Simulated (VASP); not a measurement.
Input of a VASP 6.6.1 run:

File INCAR:

```
PREC     = Accurate       # precision mode
ENCUT    = 600            # plane-wave cutoff, eV
EDIFF    = 1E-6           # SCF threshold, eV
ISMEAR   = -1             # smearing method
SIGMA    = 0.05           # smearing width, eV
LREAL    = F              # projectors in reciprocal space
LASPH    = T              # aspherical terms in the spheres
NELM     = 100            # most SCF steps
ALGO     = Normal         # electronic algorithm
ISIF     = 3              # what is computed and relaxed
LWAVE    = F              # write WAVECAR
LCHARG   = F              # write CHGCAR
GGA      = PS             # functional
IBRION   = 2              # ionic algorithm
NSW      = 60             # ionic steps
EDIFFG   = -0.01          # ionic threshold
PSTRESS  = 100.0
```

The input KPOINTS:

```
regular mesh
0
Gamma
  7 7 7
```

POSCAR

```
BaTiO3
1.0
    3.9998000000      0.0000000000      0.0000000000
    0.0000000000      3.9998000000      0.0000000000
    0.0000000000      0.0000000000      4.0180000000
Ba Ti O
1 1 3
Direct
    0.0000000000      0.0000000000      0.0000000000
    0.5000000000      0.5000000000      0.4900000000
    0.0000000000      0.5000000000      0.5170000000
    0.5000000000      0.0000000000      0.5170000000
    0.5000000000      0.5000000000      0.0190000000
```

Potentials or basis: VASP PAW PBE potentials, release 64 (Ba_sv, Ti_sv, O).

Launch:

```console
$ cat potpaw_PBE.64/Ba_sv/POTCAR potpaw_PBE.64/Ti_sv/POTCAR potpaw_PBE.64/O/POTCAR > POTCAR
$ mpirun -np 1 vasp_std > vasp.out
```

**Question.** Predict the relaxed cell.

**Answer.** a = 3.916 Å, b = 3.916 Å, c = 3.922 Å, α = 90.00°, β = 90.00°, γ = 90.00°.

**Question.** Predict the space group after relaxing (to 0.05 Å).

**Answer.** Pm-3m (No. 221).

**Question.** Estimate the relaxed volume.

**Answer.** 12.03 Å³/atom.

**Question.** Predict the band gap on the k mesh.

**Answer.** 1.90 eV, indirect (least direct gap 1.92 eV).

Forces on the atoms (eV/Å):
```
Ba   0.000  0.000  0.003
Ti   0.000  0.000  0.005
O    0.000  0.000 -0.007
O    0.000  0.000 -0.007
O    0.000  0.000  0.006
```

Caveat: the cell is relaxed towards a set pressure, so the enthalpy falls and the energy may rise; the PAW data sets were made with another functional, which shifts forces and pressure a little; spin-orbit coupling is left out, which moves the levels of the heavy elements. Expect the measured gap to be larger: semilocal functionals such as PBEsol lack the derivative discontinuity.
